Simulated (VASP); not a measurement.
Li8Br3Cl5:

```
CELL_PARAMETERS angstrom
0.00000 5.19744 5.19744
5.19744 0.00000 5.19744
5.19744 5.19744 0.00000
ATOMIC_POSITIONS crystal
Cl 0.75039 0.24600 0.24892
Cl 0.24971 0.74927 0.75404
Cl 0.25149 0.74475 0.25330
Cl 0.24440 0.25163 0.75064
Cl 0.74684 0.75118 0.25258
Br 0.74789 0.24983 0.75087
Br 0.24933 0.25204 0.25211
Br 0.75053 0.75169 0.75317
Li 0.99875 0.99952 0.00137
Li 0.50243 0.50060 0.49845
Li 0.99404 0.99325 0.50467
Li 0.50624 0.49867 0.99543
Li 0.00050 0.49835 0.00395
Li 0.50140 0.99953 0.49432
Li 0.49868 0.00419 0.99645
Li 0.00059 0.49933 0.50315
```

Base run:

- Program: VASP 6.6.1
- Functional: PBEsol
- Potentials or basis: VASP PAW PBE potentials, release 64 (Cl, Br, Li_sv)
- Cutoff: 520 eV
- k mesh: 2 × 2 × 2, shifted
- Occupations: gaussian, width 0.01 eV
- Spin: no spin polarisation

Its results: band gap on the k mesh 6.21 eV; largest force 0.261 eV/Å.

Q: The run is repeated on the same cell with these changes: functional from PBEsol to RPBE; occupations from gaussian, width 0.01 eV to tetrahedron. What comes out?

A: Band gap on the k mesh 6.61 eV (least direct gap 6.62 eV); largest force 0.269 eV/Å.

Caveats: the PAW data sets were made with another functional, which shifts forces and pressure a little; a shifted mesh leaves out Γ, where band edges can lie.

A k mesh can miss the band edges.
